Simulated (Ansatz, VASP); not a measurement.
# Two plane-wave programs on BaS

```xyz
2
Lattice="0.0000 3.2118 3.2118 3.3403 0.0000 3.2118 3.3403 3.2118 0.0000" Properties=species:S:1:pos:R:3 pbc="T T T"
Ba    0.0000    0.0000    0.0000
S     3.3403    3.2118    3.2118
```

Change from the starting cell: uniaxial_x strain +4.0%.

Alike in both runs: task single point; functional r2SCAN; k mesh 8 × 8 × 8; no spin polarisation.

|  | VASP | Ansatz |
| --- | --- | --- |
| version | VASP 6.6.1 | Ansatz 0.2.0 |
| potentials or method | VASP PAW PBE potentials, release 64 (Ba_sv, S) | plane waves, PAW |
| plane-wave cutoff (eV) | 520 | 500 |
| occupations | gaussian, width 0.01 eV | fixed |
| valence electrons in the cell | 16 | 16 |

VASP gave:

| Item | Value |
| --- | --- |
| gap on the k mesh at the Fermi level (eV) | 2.51 |
| pressure (GPa) | -0.9 |
| traceless stress, the component that is largest in VASP (GPa) | -1.75 |

What did Ansatz give for the same quantities?

gap on the k mesh at the Fermi level (eV): 2.59; pressure (GPa): -1.4; traceless stress, the component that is largest in VASP (GPa): -1.60.

VASP's potentials were made for PBE, not for r2SCAN.

Spin-orbit coupling is off throughout.
